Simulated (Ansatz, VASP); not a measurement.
**Ag in VASP and in Ansatz**

File INCAR:

```
ALGO     = Fast           # electronic algorithm
EDIFF    = 1E-6           # SCF threshold, eV
ENCUT    = 520            # plane-wave cutoff, eV
GGA      = PS             # functional
ISIF     = 2              # what is computed and relaxed
ISMEAR   = 0              # smearing method
LASPH    = T              # aspherical terms in the spheres
LCHARG   = T              # write CHGCAR
LELF     = T              # ELF
LREAL    = F              # projectors in reciprocal space
LVHAR    = T            
LWAVE    = F              # write WAVECAR
NBANDS   = 12             # bands
NELM     = 60             # most SCF steps
PREC     = Accurate       # precision mode
SIGMA    = 0.15           # smearing width, eV
```

File KPOINTS:

```
k-points
0
Gamma
  20 20 20
```

File POSCAR:

```
Ag
1.0
    0.0000000000      2.2065480000      2.1248240000
    2.2065480000      0.0000000000      2.1248240000
    2.2065480000      2.2065480000      0.0000000000
Ag
1
Direct
    0.0000000000      0.0000000000      0.0000000000
```

Input for Ansatz:

```yaml
crystal:
  lattice:
    - [0.0, 2.206548, 2.124824]
    - [2.206548, 0.0, 2.124824]
    - [2.206548, 2.206548, 0.0]
  atoms:
    - { symbol: Ag, position: [0.0, 0.0, 0.0] }
basis:
  ecutwfc: 420
kpoints:
  mp_grid: { grid: [20, 20, 20] }
hamiltonian:
  xc: pbesol
scf:
  occupations: { method: gaussian, width: 0.15 }
output:
  forces: true
  stress: true
  eigenvalues: true
```

Change from the starting cell: strain +0.080 along x and y, +0.040 along z, atoms carried along.

Alike in both runs: task single point; functional PBEsol; k mesh 20 × 20 × 20; occupations gaussian, width 0.15 eV; no spin polarisation.

|  | VASP | Ansatz |
| --- | --- | --- |
| version | VASP 6.6.1 | Ansatz 0.2.0 |
| potentials or method | VASP PAW PBE potentials, release 64 (Ag), cutoff 520 eV | scalar-relativistic, plane waves, PAW |
| valence electrons in the cell | 11 | 19 |

|  | VASP | Ansatz | Ansatz less VASP |
| --- | --- | --- | --- |
| gap on the k mesh at the Fermi level (eV) | none | none | - |
| pressure (GPa) | -13.8 | -13.8 | -0.01 |
| traceless stress, the component that is largest in VASP (GPa) | 0.43 | 0.43 | +0.004 |

VASP's potentials were made for PBE, not for PBEsol. A gap of «none» marks a metal or a gap that the smearing closes. The functional is the same, so the differences come from potentials, cutoffs and numerics. VASP's potentials hold 11 valence electrons a cell and Ansatz's 19, so a difference there can come from the potentials and not from the codes.
